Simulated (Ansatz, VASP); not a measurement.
## MgB12: VASP beside Ansatz

INCAR

```
SYSTEM = MgB12
PREC     = Accurate       ! precision mode
ENCUT    = 600            ! plane-wave cutoff, eV
EDIFF    = 1E-6           ! SCF threshold, eV
ISMEAR   = 0              ! smearing method
SIGMA    = 0.1            ! smearing width, eV
LREAL    = .FALSE.        ! projectors in reciprocal space
LASPH    = .TRUE.         ! aspherical terms in the spheres
NELM     = 100            ! most SCF steps
ALGO     = Normal         ! electronic algorithm
ISIF     = 3              ! what is computed and relaxed
LWAVE    = .FALSE.        ! write WAVECAR
LCHARG   = .FALSE.        ! write CHGCAR
GGA      = PE             ! functional
IBRION   = 2              ! ionic algorithm
NSW      = 100            ! ionic steps
EDIFFG   = -0.01          ! ionic threshold
```

KPOINTS

```
Automatic mesh
0
G
  8 8 8
  0 0 0
```

Contents of POSCAR:

```
MgB12
1.0
    0.0000000000      3.7864030450      3.7864030450
    3.7864030450      0.0000000000      3.7864030450
    3.7864030450      3.7864030450      0.0000000000
Mg B
1 12
Direct
    0.0000000000      0.0000000000      0.0000000000
    0.6236646104      0.1290061687      0.6236646104
    0.6236646104      0.6236646104      0.6236646104
    0.1290061687      0.6236646104      0.6236646104
    0.6236646104      0.6236646104      0.1290061687
    0.0790142634      0.4209857366      0.4209857366
    0.4209857366      0.0790142634      0.0790142634
    0.4209857366      0.4209857366      0.0790142634
    0.0790142634      0.0790142634      0.4209857366
    0.0790142634      0.4209857366      0.0790142634
    0.4209857366      0.0790142634      0.4209857366
    0.7500000000      0.7500000000      0.7500000000
    0.5000000000      0.5000000000      0.5000000000
```

Input for Ansatz:

```yaml
crystal:
  lattice:
    - [0.0, 3.786403045, 3.786403045]
    - [3.786403045, 0.0, 3.786403045]
    - [3.786403045, 3.786403045, 0.0]
  atoms:
    - { symbol: Mg, position: [0.0, 0.0, 0.0] }
    - { symbol: B, position: [0.6236646104, 0.1290061687, 0.6236646104] }
    - { symbol: B, position: [0.6236646104, 0.6236646104, 0.6236646104] }
    - { symbol: B, position: [0.1290061687, 0.6236646104, 0.6236646104] }
    - { symbol: B, position: [0.6236646104, 0.6236646104, 0.1290061687] }
    - { symbol: B, position: [0.0790142634, 0.4209857366, 0.4209857366] }
    - { symbol: B, position: [0.4209857366, 0.0790142634, 0.0790142634] }
    - { symbol: B, position: [0.4209857366, 0.4209857366, 0.0790142634] }
    - { symbol: B, position: [0.0790142634, 0.0790142634, 0.4209857366] }
    - { symbol: B, position: [0.0790142634, 0.4209857366, 0.0790142634] }
    - { symbol: B, position: [0.4209857366, 0.0790142634, 0.4209857366] }
    - { symbol: B, position: [0.75, 0.75, 0.75] }
    - { symbol: B, position: [0.5, 0.5, 0.5] }
basis:
  ecutwfc: 420
kpoints:
  mp_grid: { grid: [8, 8, 8] }
hamiltonian:
  xc: pbe
scf:
  occupations: { method: gaussian, width: 0.1 }
output:
  forces: true
  stress: true
  eigenvalues: true
  write_density: true
  write_potential: true
  elf: true
  volumetric_format: npy
relax:
  adjacent_minimum: "off"
  f_tol: 0.01
  max_steps: 80
  cell: { stress_tol: 0.05 }
```

Alike in both runs: task relaxation of cell and atoms; functional PBE; k mesh 8 × 8 × 8; occupations gaussian, width 0.1 eV; no spin polarisation.

|  | VASP | Ansatz |
| --- | --- | --- |
| version | VASP 6.6.1 | Ansatz 0.2.0 |
| potentials or method | VASP PAW PBE potentials, release 64 (Mg, B), cutoff 600 eV | scalar-relativistic, plane waves, PAW |
| valence electrons in the cell | 38 | 46 |

|  | VASP | Ansatz | Ansatz less VASP |
| --- | --- | --- | --- |
| gap on the k mesh at the Fermi level, each at its own relaxed structure (eV) | none | none | - |
| relaxed volume (Å³/atom) | 8.36 | 8.37 | +0.011 |
| relaxed cell length with the largest relative difference (Å) | 5.356 | 5.358 | +0.0023 |

A gap of «none» marks a metal or a gap that the smearing closes. VASP's potentials hold 38 valence electrons a cell and Ansatz's 46, so a difference there can come from the potentials and not from the codes.
